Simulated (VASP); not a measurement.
Write the native input for VASP 6.6.1 that does the following.

* Task: single point
* Functional: LDA
* Potentials or basis: VASP PAW LDA potentials, release 64 (Si, O)
* Cutoff: 520 eV
* k mesh: 6 × 6 × 8
* Occupations: gaussian, width 0.05 eV
* Spin: no spin polarisation
* Dipole correction: no
* Further INCAR settings: ALGO = Normal; EDIFF = 1e-06; NBANDS = 25

The structure of SiO2 lies in POSCAR:

```
SiO2
1.0
    4.2549000000      0.0000000000      0.0000000000
    0.0000000000      4.2549000000      0.0000000000
    0.0000000000      0.0000000000      2.9168000000
Si O
2 4
Direct
    0.5000000000      0.5000000000      0.5000000000
    0.0000000000      0.0000000000      0.0000000000
    0.6944252994      0.6944252994      0.0000000000
    0.1944252994      0.8055747006      0.5000000000
    0.3055747006      0.3055747006      0.0000000000
    0.8055747006      0.1944252994      0.5000000000
```

These files were run (other wordings do the same):

INCAR

```
SYSTEM = SiO2
ALGO     = Normal         ! electronic algorithm
EDIFF    = 1E-6           ! SCF threshold, eV
ENCUT    = 520            ! plane-wave cutoff, eV
ISIF     = 2              ! what is computed and relaxed
ISMEAR   = 0              ! smearing method
LASPH    = .True.         ! aspherical terms in the spheres
LCHARG   = .True.         ! write CHGCAR
LELF     = .True.         ! ELF
LREAL    = .False.        ! projectors in reciprocal space
LVHAR    = .True.       
LWAVE    = .False.        ! write WAVECAR
NBANDS   = 25             ! bands
NELM     = 100            ! most SCF steps
PREC     = Accurate       ! precision mode
SIGMA    = 0.05           ! smearing width, eV
```

KPOINTS

```
k-points
0
Gamma
  6 6 8
  0 0 0
```

Potentials or basis: VASP PAW LDA potentials, release 64 (Si, O).

Launch:

```sh
$ cat potpaw_LDA.64/Si/POTCAR potpaw_LDA.64/O/POTCAR > POTCAR
$ mpirun -np 1 vasp_std > vasp.out
```

Results of the run:

The pressure is -35.7 GPa. The largest force is 0.087 eV/Å and the band gap on the k mesh is 3.22 eV, direct.

Run time: 92 s on 1 thread of AMD EPYC 7R13, with other jobs on the host, peak memory 0.14 GiB.
